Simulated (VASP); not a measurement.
Wanted: the native input for a VASP 6.6.1 run.

| Property | Result |
| --- | --- |
| Task | relaxation of cell and atoms |
| Functional | RPBE |
| Potentials or basis | VASP PAW PBE potentials, release 64 (As) |
| Cutoff | 500 eV |
| k mesh | 12 × 12 × 12 |
| Occupations | fermi-dirac, width 0.1 eV |
| Spin | no spin polarisation |
| Dipole correction | no |
| Further INCAR settings | ALGO = Normal; EDIFF = 1e-07; IBRION = 2; EDIFFG = -0.01; NSW = 80; ISIF = 3 |

The structure of As lies in POSCAR:

```
As
1.0
    2.7037441770      0.0000000000      0.0000000000
    0.0000000000      2.7037441770      0.0000000000
    0.0000000000      0.0000000000      2.7037441770
As
1
Direct
    0.0000000000      0.0000000000      0.0000000000
```

The input as run:

INCAR

```
PREC = Accurate
ENCUT = 500
EDIFF = 1E-7
ISMEAR = -1
SIGMA = 0.1
LREAL = False
LASPH = True
NELM = 120
ALGO = Normal
ISIF = 3
LWAVE = False
LCHARG = False
GGA = RP
IBRION = 2
NSW = 80
EDIFFG = -0.01
GGA_COMPAT = False
NELMIN = 4
```

KPOINTS

```
Automatic mesh
0
Gamma
  12 12 12
```

Potentials or basis: VASP PAW PBE potentials, release 64 (As).

Launch:

```sh
$ cat potpaw_PBE.64/As/POTCAR > POTCAR
$ mpirun -np 1 vasp_std > vasp.out
```

Results of the run:

```json
{
 "Relaxed volume": "20.90 Å³/atom",
 "Relaxed cell": "a = 2.755 Å, b = 2.755 Å, c = 2.755 Å, α = 90.00°, β = 90.00°, γ = 90.00°",
 "Space group after relaxing (to 0.05 Å)": "Pm-3m (No. 221)",
 "Energy gained by relaxing": "15.0 meV/atom",
 "Ionic steps": "3",
 "Pressure after relaxing": "0.0 GPa"
}
```

Caveat: the PAW data sets were made with another functional, which shifts forces and pressure a little.

Run time: 9.2 s on 1 thread of Intel(R) Xeon(R) Platinum 8488C (Sapphire Rapids), with other jobs on the host, peak memory 0.13 GiB.
